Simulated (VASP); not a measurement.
# MgCd3 (Fm-3m) in VASP: further runs

The runs below take MgCd3 through single point, relaxation of cell and atoms, with LDA.

Everything below comes from runs of VASP 6.6.1. Logs are shortened: lines on timing, memory, paths and dates and some standing lists are left out, and cuts for length are marked.

**1. The cell of the first run**

Symmetry: Fm-3m, No. 225, cubic system. Conventional cell: a = 6.808 Å, b = 6.808 Å, c = 6.808 Å, α = 90.00°, β = 90.00°, γ = 90.00°. Mg (site symmetry m-3m) has 14 Cd at 2.95 to 3.40 Å within 3.9 Å. Cd (site symmetry m-3m) has 8 Cd at 2.95 Å and 6 Mg at 3.40 Å within 3.9 Å. Cd (site symmetry -43m) has 4 Mg at 2.95 Å and 10 Cd at 2.95 to 3.40 Å within 3.9 Å.

**2. Single point, LDA**

File INCAR:

```
SYSTEM = MgCd3
PREC     = Accurate       ! precision mode
ENCUT    = 600            ! plane-wave cutoff, eV
EDIFF    = 1E-6           ! SCF threshold, eV
ISMEAR   = 0              ! smearing method
SIGMA    = 0.1            ! smearing width, eV
LREAL    = .False.        ! projectors in reciprocal space
LASPH    = .True.         ! aspherical terms in the spheres
NELM     = 120            ! most SCF steps
ALGO     = Normal         ! electronic algorithm
ISIF     = 2              ! what is computed and relaxed
LWAVE    = .False.        ! write WAVECAR
LCHARG   = .True.         ! write CHGCAR
GGA      = CA             ! functional
LELF     = .True.         ! ELF
LVHAR    = .True.       
NBANDS   = 27             ! bands
GGA_COMPAT= .False.
```

File KPOINTS:

```
regular mesh
0
Gamma
  6 6 6
  0 0 0
```

File POSCAR:

```
MgCd3
1.0
    0.0000000000      3.4040258264      3.4040258264
    3.4040258264      0.0000000000      3.4040258264
    3.4040258264      3.4040258264      0.0000000000
Mg Cd
1 3
Direct
    0.0000000000      0.0000000000      0.0000000000
    0.5000000000      0.5000000000      0.5000000000
    0.2500000000      0.2500000000      0.2500000000
    0.7500000000      0.7500000000      0.7500000000
```

Potentials or basis: VASP PAW LDA potentials, release 64 (Mg, Cd).

Started as:

```sh
cat potpaw_LDA.64/Mg/POTCAR potpaw_LDA.64/Cd/POTCAR > POTCAR
mpirun -np 1 vasp_std > vasp.out
```

OUTCAR:

```text
SYSTEM = MgCd3
   PREC = Accurate
   ENCUT = 600
   EDIFF = 1E-6
   ISMEAR = 0
   LREAL = .False.
   LASPH = .True.
   NELM = 120
   ISIF = 2
   GGA = CA

 ion  position               nearest neighbor table
   1  0.000  0.000  0.000-   4 2.95   4 2.95   4 2.95   3 2.95   4 2.95   3 2.95   3 2.95   3 2.95
                             2 3.40   2 3.40   2 3.40   2 3.40   2 3.40   2 3.40
   2  0.500  0.500  0.500-   3 2.95   3 2.95   3 2.95   3 2.95   4 2.95   4 2.95   4 2.95   4 2.95
                             1 3.40   1 3.40   1 3.40   1 3.40   1 3.40   1 3.40
   3  0.250  0.250  0.250-   1 2.95   1 2.95   1 2.95   1 2.95   2 2.95   2 2.95   2 2.95   2 2.95
                             4 3.40   4 3.40   4 3.40   4 3.40   4 3.40   4 3.40
   4  0.750  0.750  0.750-   2 2.95   2 2.95   2 2.95   1 2.95   2 2.95   1 2.95   1 2.95   1 2.95
                             3 3.40   3 3.40   3 3.40   3 3.40   3 3.40   3 3.40

  LATTYP: Found a face centered cubic cell.
 ALAT       =     6.8080516528

  Lattice vectors:

 A1 = (   0.0000000000,   3.4040258264,   3.4040258264)
 A2 = (   3.4040258264,   0.0000000000,   3.4040258264)
 A3 = (   3.4040258264,   3.4040258264,   0.0000000000)

Analysis of symmetry for initial positions (statically):
=====================================================================
 Subroutine PRICEL returns:
 Original cell was already a primitive cell.

 Routine SETGRP: Setting up the symmetry group for a
 face centered cubic supercell.

 Subroutine GETGRP returns: Found 48 space group operations
 (whereof 48 operations were pure point group operations)
 out of a pool of 48 trial point group operations.

The static configuration has the point symmetry O_h .

Analysis of symmetry for dynamics (positions and initial velocities):
=====================================================================
 Subroutine PRICEL returns:
 Original cell was already a primitive cell.

 Routine SETGRP: Setting up the symmetry group for a
 face centered cubic supercell.

 Subroutine GETGRP returns: Found 48 space group operations
 (whereof 48 operations were pure point group operations)
 out of a pool of 48 trial point group operations.

The dynamic configuration has the point symmetry O_h .

 Subroutine INISYM returns: Found 48 space group operations
 (whereof 48 operations are pure point group operations),
 and found     1 'primitive' translations

----------------------------------------------------------------------------------------

                                     Primitive cell

[... 86 lines left out ...]
   LREAL  =      F    real-space projection
   EDIFFG = 0.1E-04   stopping-criterion for IOM
   NSW    =      0    number of steps for IOM
   IBRION =     -1    ionic relax: 0-MD 1-quasi-New 2-CG
   NFREE  =      0    steps in history (QN), initial steepest desc. (CG)
   ISIF   =      2    stress and relaxation
   ISYM   =      2    0-nonsym 1-usesym 2-fastsym
   POTIM  = 0.5000    time-step for ionic-motion
   TEBEG  =    0.0;   TEEND  =   0.0 temperature during run
   PSTRESS=    0.0 pullay stress
   NELECT =      38.0000    total number of electrons
   NUPDOWN=      -1.0000    fix difference up-down
   EMIN   =  10.00;   EMAX   =-10.00  energy-range for DOS
   EFERMI =   0.00;   METHOD = LEGACY
   ISMEAR =     0;   SIGMA  =   0.10  broadening in eV -4-tet -1-fermi 0-gaus
   EFERMI_NEDOS =   21; number of points for ismear=-14 and -15
   IALGO  =     38    algorithm
   IMIX   =      4    mixing-type and parameters
     AMIX     =   0.40;   BMIX     =  1.00
     AMIX_MAG =   1.60;   BMIX_MAG =  1.00
  volume/ion in A,a.u.               =      19.72       133.09
  Fermi-wavevector in a.u.,A,eV,Ry     =   1.283315  2.425113 22.407390  1.646897
  Thomas-Fermi vector in A             =   2.415575
   LORBIT       =      0    0 simple, 1 ext, 2 COOP (PROOUT), +10 PAW based schemes
   GGA     = CA    functional components
   LHFCALC =     F    Hartree Fock is set to
   AEXX    =    0.0000 exact exchange contribution
   IVDW    =     0    specifies the selected vdW correction
   LEPSILON=     F    determine dielectric tensor
   LRPA    =     F    only Hartree local field effects (RPA)
 non-spin polarized calculation
 Gauss-broadening in eV      SIGMA  =   0.10
  energy-cutoff  :      600.00
  volume of cell :       78.89
 maximum number of plane-waves:      2685
 NGX is ok and might be reduce to    40
   NGX = 19   NGY = 19   NGZ = 19

 number of electron      37.9999992 magnetization

 Free energy of the ion-electron system (eV)
  ---------------------------------------------------
  ext. energy  EPLUGINS =         0.00000000
  ---------------------------------------------------
  free energy    TOTEN  =        -6.65946963 eV

  energy without entropy =       -6.64624207  energy(sigma->0) =       -6.65285585

 E-fermi :   3.4897     XC(G=0): -11.2014

 val. band max:        3.4541797900   @ k =   0.5000   0.5000   0.0000
 cond. band min:       3.5246161013   @ k =   0.3333   0.1667   0.0000
 fundamental gap:      0.0704363113
 Fermi energy:         3.4897423068

 k-point     1 :       0.0000    0.0000    0.0000
  band No.  band energies     occupation
      1      -6.3802      2.00000
      2      -6.3802      2.00000
      3      -6.0381      2.00000
      4      -6.0381      2.00000
      5      -6.0381      2.00000
      6      -6.0356      2.00000
[... 469 lines left out ...]
     26      12.6624      0.00000
     27      12.8619      0.00000

------------------------ aborting loop because EDIFF is reached ----------------------------------------

  FORCE on cell =-STRESS in cart. coord.  units (eV):
  Direction    XX          YY          ZZ          XY          YZ          ZX
  --------------------------------------------------------------------------------------
  -------------------------------------------------------------------------------------
  Total        0.0148526      0.0148526      0.0148526     -0.0000000      0.0000000      0.0000000
  in kB        0.3016518      0.3016518      0.3016518     -0.0000000      0.0000000      0.0000000
  external PRESSURE =       0.3016518 kB  Pullay stress =       0.0000000 kB

 VOLUME and BASIS-vectors are now :
 -----------------------------------------------------------------------------
  energy-cutoff  :      600.00
  volume of cell :       78.89
      direct lattice vectors                 reciprocal lattice vectors
     0.000000000  3.404025826  3.404025826    -0.146884902  0.146884902  0.146884902
     3.404025826  0.000000000  3.404025826     0.146884902 -0.146884902  0.146884902
     3.404025826  3.404025826  0.000000000     0.146884902  0.146884902 -0.146884902

 POSITION                                       TOTAL-FORCE (eV/Angst)
 -----------------------------------------------------------------------------------
      0.00000      0.00000      0.00000        -0.000000     -0.000000     -0.000000
      3.40403      3.40403      3.40403        -0.000000     -0.000000     -0.000000
      1.70201      1.70201      1.70201         0.000000      0.000000     -0.000000
      5.10604      5.10604      5.10604         0.000000      0.000000      0.000000
 -----------------------------------------------------------------------------------
    total drift:                               -0.000000     -0.000000      0.000000

  FREE ENERGIE OF THE ION-ELECTRON SYSTEM (eV)
  ---------------------------------------------------
  free  energy   TOTEN  =        -6.6594696296 eV

  energy  without entropy=       -6.6462420746  energy(sigma->0) =       -6.65285585
```

OSZICAR:

```text
N       E                     dE             d eps       ncg     rms          rms(c)
DAV:   1     0.318513683541E+03    0.31851E+03   -0.21260E+04   864   0.153E+03
DAV:   2     0.191082878118E+01   -0.31660E+03   -0.30501E+03   885   0.391E+02
DAV:   3    -0.698462374549E+01   -0.88955E+01   -0.88646E+01  1008   0.742E+01
DAV:   4    -0.700985407355E+01   -0.25230E-01   -0.25224E-01   939   0.366E+00
DAV:   5    -0.700995270028E+01   -0.98627E-04   -0.98626E-04   973   0.222E-01    0.632E+00
DAV:   6    -0.670052290102E+01    0.30943E+00   -0.79053E-01  1021   0.935E+00    0.502E+00
DAV:   7    -0.666805502850E+01    0.32468E-01   -0.52990E-02   894   0.163E+00    0.263E+00
DAV:   8    -0.665949004544E+01    0.85650E-02   -0.82231E-03   951   0.842E-01    0.161E-01
DAV:   9    -0.665947609393E+01    0.13952E-04   -0.17945E-04   917   0.120E-01    0.433E-02
DAV:  10    -0.665946980586E+01    0.62881E-05   -0.15598E-05   912   0.414E-02    0.564E-03
DAV:  11    -0.665946962963E+01    0.17623E-06   -0.14478E-06   567   0.179E-02
   1 F= -.66594696E+01 E0= -.66528559E+01  d E =-.132276E-01
```

Run time: 40 s. Hardware: 1 thread of Intel Xeon 8259CL, shared host; peak memory 0.21 GiB.

What came out:

| Item | Value |
| --- | --- |
| Free energy | -6.6595 eV |
| Pressure | 0.0 GPa |
| Band gap on the k mesh | zero (bands 19 and 20 overlap by 2.92 eV) |

Levels at points of the mesh, in eV from the Fermi level:
| k point | band 15 | band 16 | band 17 | band 18 | band 19 | band 20 | band 21 | band 22 | band 23 | band 24 |
| --- | --- | --- | --- | --- | --- | --- | --- | --- | --- | --- |
| (0.00, 0.00, 0.00) | -8.66 | -8.66 | 1.38 | 1.47 | 1.47 | 1.47 | 2.24 | 2.53 | 2.53 | 2.53 |
| (0.50, 0.00, 0.00) | -8.55 | -6.33 | -6.26 | 0.50 | 0.50 | 1.11 | 1.34 | 1.34 | 1.42 | 7.15 |
| (0.50, 0.50, 0.00) | -8.49 | -5.45 | -5.36 | -2.39 | -2.39 | -1.45 | -0.04 | 7.22 | 7.22 | 8.38 |

**3. Relaxation of cell and atoms, LDA**

This run uses another cell than the first one, of 22.18 Å³/atom.

File INCAR:

```
ALGO = Normal ; EDIFF = 1E-7
EDIFFG = -0.01 ; ENCUT = 600
GGA_COMPAT = False ; IBRION = 2
ISIF = 3 ; ISMEAR = 0
LASPH = True ; LCHARG = False
LREAL = False ; LWAVE = False
NELM = 120 ; NELMIN = 4
NSW = 80 ; PREC = Accurate
SIGMA = 0.1
```

File KPOINTS:

```
k-points
0
Gamma
  6 6 6
```

File POSCAR:

```
MgCd3
1.0
    0.0000000000      3.5400000000      3.5400000000
    3.5400000000      0.0000000000      3.5400000000
    3.5400000000      3.5400000000      0.0000000000
Mg Cd
1 3
Direct
    0.0000000000      0.0000000000      0.0000000000
    0.5000000000      0.5000000000      0.5000000000
    0.2500000000      0.2500000000      0.2500000000
    0.7500000000      0.7500000000      0.7500000000
```

Potentials or basis: VASP PAW LDA potentials, release 64 (Mg, Cd).

Started as:

```sh
cat potpaw_LDA.64/Mg/POTCAR potpaw_LDA.64/Cd/POTCAR > POTCAR
mpirun -np 1 vasp_std > vasp.out
```

Wall time 87 s (1 thread of Intel Xeon 8259CL, shared host); peak memory 0.22 GiB.

Results (log left out):

| Quantity | Value |
| --- | --- |
| Free energy | -6.6647 eV |
| Relaxed volume | 19.73 Å³/atom |
| Relaxed cell | a = 4.814 Å, b = 4.814 Å, c = 4.814 Å, α = 60.00°, β = 60.00°, γ = 60.00° |
| Space group after relaxing (to 0.1 Å) | Fm-3m (No. 225) |
| Energy gained by relaxing | 42.5 meV/atom |
| Ionic steps | 3 |
| Pressure after relaxing | 0.0 GPa |
| Band gap on the k mesh | zero (bands 19 and 20 overlap by 2.92 eV) |

Step by step:
| step | energy change (eV) | largest force (eV/Å) | pressure (GPa) | volume (Å³) |
| --- | --- | --- | --- | --- |
| 1 | 0.0000 | 0.0000 | -4.93 | 88.72 |
| 2 | -0.1661 | 0.0000 | -0.94 | 80.25 |
| 3 | -0.1701 | 0.0000 | 0.03 | 78.91 |

Final structure:
```yaml
crystal:
  lattice:
    - [0.00000, 3.40430, 3.40430]
    - [3.40430, 0.00000, 3.40430]
    - [3.40430, 3.40430, 0.00000]
  atoms:
    - { symbol: Mg, position: [0.00000, 0.00000, 0.00000] }
    - { symbol: Cd, position: [0.50000, 0.50000, 0.50000] }
    - { symbol: Cd, position: [0.25000, 0.25000, 0.25000] }
    - { symbol: Cd, position: [0.75000, 0.75000, 0.75000] }
```

Levels at points of the mesh, in eV from the Fermi level:
```
           k point  band 16  band 17  band 18  band 19  band 20  band 21  band 22  band 23
(0.00, 0.00, 0.00)    -8.66     1.38     1.47     1.47     1.47     2.24     2.53     2.53
(0.50, 0.00, 0.00)    -6.33    -6.26     0.50     0.50     1.11     1.34     1.34     1.42
(0.50, 0.50, 0.00)    -5.45    -5.36    -2.39    -2.39    -1.45    -0.04     7.22     7.22
```

The gap in the log of VASP goes by the Fermi energy; the results here count the filled bands.